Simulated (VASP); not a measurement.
Runs of VASP 6.6.1 on MgO (Periclase). The structure is cubic, space group Fm-3m (No. 225). Conventional cell: a = 4.217 Å, b = 4.217 Å, c = 4.217 Å, α = 90.00°, β = 90.00°, γ = 90.00°. Within 2.8 Å of Mg (site symmetry m-3m) lie 6 O at 2.11 Å. O (site symmetry m-3m) has 6 Mg at 2.11 Å within 2.8 Å. 

| level | gap on the mesh (eV) | pressure (GPa) |
| --- | --- | --- |
| BLYP | 4.98 | 5.8 |
| revPBE | 4.77 | 7.0 |
| PBEsol | (b) | (c) |
| RPBE | 4.79 | (a) |

Alike in all rows: task single point; potentials or basis VASP PAW PBE potentials, release 64 (Mg, O); no spin polarisation; cell as given; k mesh 8 × 8 × 8; cutoff (eV) 520; smearing gaussian 0.01 eV.

Problem. Estimate the missing entries.

Solution. (a) 8.0; (b) 4.60; (c) -0.8.

Caveats: the PAW data sets were made with another functional, which shifts forces and pressure a little.

